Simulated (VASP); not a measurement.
# AgI (F-43m) in VASP: notebook, part 2 of 2

VASP 6.6.1. Earlier steps stand in the parts before.

## (3) Single point, PBE (volume changed by +3%)

The input, INCAR:

```
SYSTEM = AgI
PREC = Accurate
ENCUT = 500
EDIFF = 1E-6
ISMEAR = 0
SIGMA = 0.01
LREAL = .FALSE.
LASPH = .TRUE.
NELM = 120
ALGO = Normal
ISIF = 2
LWAVE = .FALSE.
LCHARG = .FALSE.
GGA = PE
NBANDS = 16
GGA_COMPAT = .FALSE.
```

The input, KPOINTS:

```
regular mesh
0
G
  6 6 6
  0 0 0
```

The input, POSCAR:

```
AgI
1.0
    0.0000000000      3.3476562787      3.3476562787
    3.3476562787      0.0000000000      3.3476562787
    3.3476562787      3.3476562787      0.0000000000
Ag I
1 1
Direct
    0.0000000000      0.0000000000      0.0000000000
    0.2500000000      0.2500000000      0.2500000000
```

Potentials or basis: VASP PAW PBE potentials, release 64 (Ag, I).

Command:

```console
cat potpaw_PBE.64/Ag/POTCAR potpaw_PBE.64/I/POTCAR > POTCAR
mpirun -np 1 vasp_std > vasp.out
```

OUTCAR:

```text
SYSTEM = AgI
   PREC = Accurate
   ENCUT = 500
   EDIFF = 1E-6
   ISMEAR = 0
   LREAL = .FALSE.
   LASPH = .TRUE.
   NELM = 120
   ISIF = 2
   GGA = PE

 ion  position               nearest neighbor table
   1  0.000  0.000  0.000-   2 2.90   2 2.90   2 2.90   2 2.90
   2  0.250  0.250  0.250-   1 2.90   1 2.90   1 2.90   1 2.90

  LATTYP: Found a face centered cubic cell.
 ALAT       =     6.6953125574

  Lattice vectors:

 A1 = (   0.0000000000,   3.3476562787,   3.3476562787)
 A2 = (   3.3476562787,   0.0000000000,   3.3476562787)
 A3 = (   3.3476562787,   3.3476562787,   0.0000000000)

Analysis of symmetry for initial positions (statically):
=====================================================================
 Subroutine PRICEL returns:
 Original cell was already a primitive cell.

 Routine SETGRP: Setting up the symmetry group for a
 face centered cubic supercell.

 Subroutine GETGRP returns: Found 24 space group operations
 (whereof 24 operations were pure point group operations)
 out of a pool of 48 trial point group operations.

The static configuration has the point symmetry T_d .

Analysis of symmetry for dynamics (positions and initial velocities):
=====================================================================
 Subroutine PRICEL returns:
 Original cell was already a primitive cell.

 Routine SETGRP: Setting up the symmetry group for a
 face centered cubic supercell.

 Subroutine GETGRP returns: Found 24 space group operations
 (whereof 24 operations were pure point group operations)
 out of a pool of 48 trial point group operations.

The dynamic configuration has the point symmetry T_d .

 Subroutine INISYM returns: Found 24 space group operations
 (whereof 24 operations are pure point group operations),
 and found     1 'primitive' translations

----------------------------------------------------------------------------------------

                                     Primitive cell

  volume of cell :      75.0330

  direct lattice vectors                    reciprocal lattice vectors
     0.000000000  3.347656279  3.347656279    -0.149358225  0.149358225  0.149358225
     3.347656279  0.000000000  3.347656279     0.149358225 -0.149358225  0.149358225
     3.347656279  3.347656279  0.000000000     0.149358225  0.149358225 -0.149358225

  length of vectors
     4.734300912  4.734300912  4.734300912     0.258696034  0.258696034  0.258696034

  position of ions in fractional coordinates (direct lattice)
     0.000000000  0.000000000  0.000000000
     0.250000000  0.250000000  0.250000000

  ion indices of the primitive-cell ions
   primitive index   ion index
                 1           1
                 2           2

----------------------------------------------------------------------------------------

 KPOINTS: regular mesh

Automatic generation of k-mesh.
 Grid dimensions read from file:
 generate k-points for:    6    6    6

 Generating k-lattice:

  Cartesian coordinates                     Fractional coordinates (reciprocal lattice)
    -0.024893038  0.024893038  0.024893038     0.166666667  0.000000000  0.000000000
     0.024893038 -0.024893038  0.024893038     0.000000000  0.166666667  0.000000000
     0.024893038  0.024893038 -0.024893038     0.000000000  0.000000000  0.166666667

  Length of vectors
     0.043116006  0.043116006  0.043116006

  Shift w.r.t. Gamma in fractional coordinates (k-lattice)
     0.000000000  0.000000000  0.000000000

 Subroutine IBZKPT returns following result:
 ===========================================

 Found     16 irreducible k-points:

 Following reciprocal coordinates:
            Coordinates               Weight
  0.000000  0.000000  0.000000      1.000000
  0.166667  0.000000  0.000000      8.000000
  0.333333  0.000000  0.000000      8.000000
  0.500000  0.000000  0.000000      4.000000
  0.166667  0.166667  0.000000      6.000000
  0.333333  0.166667  0.000000     24.000000
[... 8 lines left out ...]
 -0.333333  0.333333  0.166667     24.000000
 -0.333333  0.500000  0.166667     12.000000
   k-points           NKPTS =     16   k-points in BZ     NKDIM =     16   number of bands    NBANDS=     16
   number of dos      NEDOS =    301   number of ions     NIONS =      2
   total plane-waves  NPLWV =  46656
   dimension x,y,z NGX =    36 NGY =   36 NGZ =   36
   dimension x,y,z NGXF=    72 NGYF=   72 NGZF=   72
   ions per type =               1   1
   NGX,Y,Z   is equivalent  to a cutoff of  12.64, 12.64, 12.64 a.u.
   NGXF,Y,Z  is equivalent  to a cutoff of  25.28, 25.28, 25.28 a.u.
 SYSTEM =  AgI
   PREC   = accura    normal or accurate (medium, high low for compatibility)
   ISTART =      0    job   : 0-new  1-cont  2-samecut
   ICHARG =      2    charge: 1-file 2-atom 10-const
   ISPIN  =      1    spin polarized calculation?
   LNONCOLLINEAR =      F non collinear calculations
   LSORBIT =      F    spin-orbit coupling
   LASPH  =      T    aspherical Exc in radial PAW
   ENCUT  =  500.0 eV  36.75 Ry    6.06 a.u.   8.63  8.63  8.63*2*pi/ulx,y,z
   NELM   =    120;   NELMIN=  2; NELMDL= -5     # of ELM steps
   EDIFF  = 0.1E-05   stopping-criterion for ELM
   LREAL  =      F    real-space projection
   EDIFFG = 0.1E-04   stopping-criterion for IOM
   NSW    =      0    number of steps for IOM
   IBRION =     -1    ionic relax: 0-MD 1-quasi-New 2-CG
   NFREE  =      0    steps in history (QN), initial steepest desc. (CG)
   ISIF   =      2    stress and relaxation
   ISYM   =      2    0-nonsym 1-usesym 2-fastsym
   POTIM  = 0.5000    time-step for ionic-motion
   TEBEG  =    0.0;   TEEND  =   0.0 temperature during run
   PSTRESS=    0.0 pullay stress
   NELECT =      18.0000    total number of electrons
   NUPDOWN=      -1.0000    fix difference up-down
   EMIN   =  10.00;   EMAX   =-10.00  energy-range for DOS
   EFERMI =   0.00;   METHOD = LEGACY
   ISMEAR =     0;   SIGMA  =   0.01  broadening in eV -4-tet -1-fermi 0-gaus
   EFERMI_NEDOS =   21; number of points for ismear=-14 and -15
   IALGO  =     38    algorithm
   IMIX   =      4    mixing-type and parameters
     AMIX     =   0.40;   BMIX     =  1.00
     AMIX_MAG =   1.60;   BMIX_MAG =  1.00
  volume/ion in A,a.u.               =      37.52       253.17
  Fermi-wavevector in a.u.,A,eV,Ry     =   1.017220  1.922267 14.078440  1.034736
  Thomas-Fermi vector in A             =   2.150608
   LORBIT       =      0    0 simple, 1 ext, 2 COOP (PROOUT), +10 PAW based schemes
   GGA     = PE    functional components
   LHFCALC =     F    Hartree Fock is set to
   AEXX    =    0.0000 exact exchange contribution
   IVDW    =     0    specifies the selected vdW correction
   LEPSILON=     F    determine dielectric tensor
   LRPA    =     F    only Hartree local field effects (RPA)
 non-spin polarized calculation
 Gauss-broadening in eV      SIGMA  =   0.01
  energy-cutoff  :      500.00
  volume of cell :       75.03
 maximum number of plane-waves:      1932
 NGX is ok and might be reduce to    36
   NGX = 17   NGY = 17   NGZ = 17

 number of electron      18.0000000 magnetization

 Free energy of the ion-electron system (eV)
  ---------------------------------------------------
  ext. energy  EPLUGINS =         0.00000000
  ---------------------------------------------------
  free energy    TOTEN  =        -4.78565938 eV

  energy without entropy =       -4.78565938  energy(sigma->0) =       -4.78565938

 E-fermi :   2.2685     XC(G=0):  -8.0131

 val. band max:        2.1594376842   @ k =   0.0000   0.0000   0.0000
 cond. band min:       3.5071687834   @ k =   0.0000   0.0000   0.0000
 fundamental gap:      1.3477310992
 Fermi energy:         2.2685396581

 k-point     1 :       0.0000    0.0000    0.0000
  band No.  band energies     occupation
      1     -10.1679      2.00000
      2      -1.5443      2.00000
      3      -1.5443      2.00000
      4      -1.5443      2.00000
      5      -0.5498      2.00000
      6      -0.5498      2.00000
[... 8 lines left out ...]
     15      12.1089      0.00000
     16      12.1089      0.00000
[... 267 lines left out ...]
 k-point    16 :      -0.3333    0.5000    0.1667
  band No.  band energies     occupation
      1      -9.8714      2.00000
      2      -1.5746      2.00000
      3      -1.1868      2.00000
      4      -1.1089      2.00000
      5      -0.5536      2.00000
      6      -0.3530      2.00000
[... 8 lines left out ...]
     15      13.4248      0.00000
     16      13.6339      0.00000

------------------------ aborting loop because EDIFF is reached ----------------------------------------

  FORCE on cell =-STRESS in cart. coord.  units (eV):
  Direction    XX          YY          ZZ          XY          YZ          ZX
  --------------------------------------------------------------------------------------
  -------------------------------------------------------------------------------------
  Total       -0.3533032     -0.3533032     -0.3533032      0.0000000      0.0000000      0.0000000
  in kB       -7.5440684     -7.5440684     -7.5440684      0.0000000      0.0000000      0.0000000
  external PRESSURE =      -7.5440684 kB  Pullay stress =       0.0000000 kB

 VOLUME and BASIS-vectors are now :
 -----------------------------------------------------------------------------
  energy-cutoff  :      500.00
  volume of cell :       75.03
      direct lattice vectors                 reciprocal lattice vectors
     0.000000000  3.347656279  3.347656279    -0.149358225  0.149358225  0.149358225
     3.347656279  0.000000000  3.347656279     0.149358225 -0.149358225  0.149358225
     3.347656279  3.347656279  0.000000000     0.149358225  0.149358225 -0.149358225

 POSITION                                       TOTAL-FORCE (eV/Angst)
 -----------------------------------------------------------------------------------
      0.00000      0.00000      0.00000         0.000000      0.000000      0.000000
      1.67383      1.67383      1.67383        -0.000000     -0.000000     -0.000000
 -----------------------------------------------------------------------------------
    total drift:                                0.000000      0.000000      0.000000

  FREE ENERGIE OF THE ION-ELECTRON SYSTEM (eV)
  ---------------------------------------------------
  free  energy   TOTEN  =        -4.7856593780 eV

  energy  without entropy=       -4.7856593780  energy(sigma->0) =       -4.78565938
```

stdout:

```text
POSCAR found type information on POSCAR AgI
 POSCAR found :  2 types and       2 ions
 scaLAPACK will be used
 LDA part: xc-table for (Slater+PW92), standard interpolation
 POSCAR, INCAR and KPOINTS ok, starting setup
 FFT: planning ... GRIDC
 FFT: planning ... GRID_SOFT
 FFT: planning ... GRID
 WAVECAR not read
 entering main loop
```

Wall time 18 s (1 thread of Intel Xeon 6975P-C, shared host); peak memory 0.21 GiB.

What came out:

| Property | Result |
| --- | --- |
| Free energy | -4.7857 eV |
| Pressure | -0.8 GPa |
| Band gap on the k mesh | 1.35 eV, direct |

Caveat: spin-orbit coupling is left out, which moves the levels of the heavy elements.
